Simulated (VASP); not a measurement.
Here is a VASP 6.6.1 calculation.

The input INCAR:

```
SYSTEM = MgO
  PREC = Accurate
  ENCUT = 840
  EDIFF = 1E-6
  ISMEAR = 0
  SIGMA = 0.05
  LREAL = .False.
  LASPH = .True.
  NELM = 120
  ALGO = Normal
  ISIF = 2
  LWAVE = .False.
  LCHARG = .False.
  NBANDS = 42
  GGA_COMPAT = .False.
```

File KPOINTS:

```
Automatic mesh
0
Gamma
  6 6 6
  0 0 0
```

The input POSCAR:

```
MgO
1.0
    4.1607146133      0.0000000000      0.0000000000
    0.0000000000     -4.1607146133      0.0000000000
    0.0000000000      0.0000000000     -4.1607146133
Mg O
4 4
Direct
   -0.0176746333      1.0176746333      1.0999828247
    0.5000000000      0.5000000000      1.0000000000
    0.5000000000      1.0000000000      0.5000000000
    0.0000000000      0.5000000000      0.5000000000
    0.5000000000      0.0000000000      0.0000000000
    0.0000000000      0.5000000000      0.0000000000
    0.0000000000      0.0000000000      0.5000000000
    0.5000000000      0.5000000000      0.5000000000
```

Potentials or basis: VASP PAW LDA potentials, release 64 (Mg_sv, O).

The run is started by

```sh
$ cat potpaw_LDA.64/Mg_sv/POTCAR potpaw_LDA.64/O/POTCAR > POTCAR
$ mpirun -np 1 vasp_std > vasp.out
```

Problem. Predict the pressure.

Solution. 7.7 GPa.

Problem. Predict the band gap on the k mesh.

Solution. 4.98 eV.

Problem. What does it give for the largest force?

Solution. 8.115 eV/Å.

Forces in eV/Å, atoms in the order of the input:
```
Mg   0.494  0.494  8.085
Mg  -0.185 -0.185  0.320
Mg  -0.289  0.081 -1.160
Mg   0.081 -0.289 -1.160
O   -0.123 -0.108 -0.668
O   -0.108 -0.123 -0.668
O    0.099  0.099 -4.871
O    0.031  0.031  0.124
```

Caveat: the cell differs from its parent crystal (atom 1 (Mg) moved by -0.104 Å along [1 1 0] and -0.416 Å along [0 0 1]); the stress differs along the axes, from 1 to 20 GPa; forces of over 1 eV/Å act on the atoms, so gaps and moduli don't describe the material at rest.
